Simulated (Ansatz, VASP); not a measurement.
## Two plane-wave programs on Al

The input INCAR:

```
SYSTEM = Al
PREC = Accurate
ENCUT = 520
EDIFF = 1E-6
ISMEAR = 0
SIGMA = 0.15
LREAL = .False.
LASPH = .True.
NELM = 100
ALGO = Fast
ISIF = 2
LWAVE = .False.
LCHARG = .True.
GGA = PS
LELF = .True.
LVHAR = .True.
NBANDS = 14
```

File KPOINTS:

```
Automatic mesh
0
Gamma
  16 16 5
  0 0 0
```

File POSCAR:

```
Al
1.0
   -1.6063180831      1.6063180831     -1.6063180831
   -1.6063180831     -1.6063180831      1.6063180831
   -0.9637908499      6.1040087160      6.7465359492
Al
4
Direct
   -0.1750000000     -0.3500000000      0.8750000000
    0.4750000000      0.4500000000      0.1250000000
   -0.0750000000     -0.1500000000      0.3750000000
    0.3750000000      0.2500000000      0.6250000000
```

Input for Ansatz:

```yaml
crystal:
  lattice:
    - [-1.6063180831, 1.6063180831, -1.6063180831]
    - [-1.6063180831, -1.6063180831, 1.6063180831]
    - [-0.9637908499, 6.104008716, 6.7465359492]
  atoms:
    - { symbol: Al, position: [-0.175, -0.35, 0.875] }
    - { symbol: Al, position: [0.475, 0.45, 0.125] }
    - { symbol: Al, position: [-0.075, -0.15, 0.375] }
    - { symbol: Al, position: [0.375, 0.25, 0.625] }
basis:
  ecutwfc: 420
kpoints:
  mp_grid: { grid: [16, 16, 5] }
hamiltonian:
  xc: pbesol
  pseudopotentials: { kind: paw, azcp: { folder: soft_1 } }
scf:
  occupations: { method: gaussian, width: 0.15 }
output:
  forces: true
  stress: true
  eigenvalues: true
```

Alike in both runs: task single point; functional PBEsol; k mesh 16 × 16 × 5; occupations gaussian, width 0.15 eV; no spin polarisation.

```csv
,VASP,Ansatz
version,VASP 6.6.1,Ansatz 0.2.0
potentials or method,"VASP PAW PBE potentials, release 64 (Al), cutoff 520 eV","scalar-relativistic, plane waves, PAW"
valence electrons in the cell,12,12
```

```tsv
	VASP	Ansatz	Ansatz less VASP
gap on the k mesh at the Fermi level (eV)	none	none	-
pressure (GPa)	2.5	2.4	-0.09
traceless stress, the component that is largest in VASP (GPa)	3.62	3.61	-0.019
rms of the force components (eV/Å)	0.601	0.598	-0.0033
```

VASP's potentials were made for PBE, not for PBEsol, and Ansatz warns of the same on its side. Atom by atom the forces differ by 0.003 eV/Å (rms over components). A gap of «none» marks a metal or a gap that the smearing closes. With one functional, cell and mesh, what is left measures potentials, basis and numerics.
